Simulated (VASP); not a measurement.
A run of VASP 6.6.1 is set up as follows.

The input INCAR:

```
SYSTEM = GeSb2
ALGO = Normal ; EDIFF = 1E-6
ENCUT = 500 ; GGA = PE
GGA_COMPAT = .False. ; ISIF = 2
ISMEAR = 0 ; LASPH = .True.
LCHARG = .False. ; LREAL = .False.
LWAVE = .False. ; NBANDS = 33
NELM = 120 ; PREC = Accurate
SIGMA = 0.1
```

KPOINTS

```
k-points
0
Gamma
  4 4 4
  0 0 0
```

File POSCAR:

```
GeSb2
1.0
    5.7699496345      0.0000000000      0.0000000000
    0.0000000000      7.4395492665      0.0000000000
    0.0000000000      0.0000000000      3.9242352350
Ge Sb
2 4
Direct
    0.0000000000      0.0000000000      0.0000000000
    0.5000000000      0.5000000000      0.5000000000
    0.1817752828      0.3678763051      0.0000000000
    0.8182247172      0.6321236949      0.0000000000
    0.6817752828      0.1321236949      0.5000000000
    0.3182247172      0.8678763051      0.5000000000
```

Potentials or basis: VASP PAW PBE potentials, release 64 (Ge_d, Sb).

Launch:

```bash
$ cat potpaw_PBE.64/Ge_d/POTCAR potpaw_PBE.64/Sb/POTCAR > POTCAR
$ mpirun -np 1 vasp_std > vasp.out
```

**Question.** Estimate the band gap on the k mesh.

**Answer.** Zero (bands 24 and 25 overlap by 1.72 eV).

**Question.** Predict the pressure.

**Answer.** -0.1 GPa.

**Question.** Estimate the largest force.

**Answer.** 0.037 eV/Å.

Stress tensor (GPa, compression positive):
```
 0.02  0.00  0.00
 0.00 -0.09  0.00
 0.00  0.00 -0.16
```

Caveat: the k points lie up to 0.40 Å⁻¹ apart, too coarse for converged energies and pressures of a metal; spin-orbit coupling is left out, which moves the levels of the heavy elements.
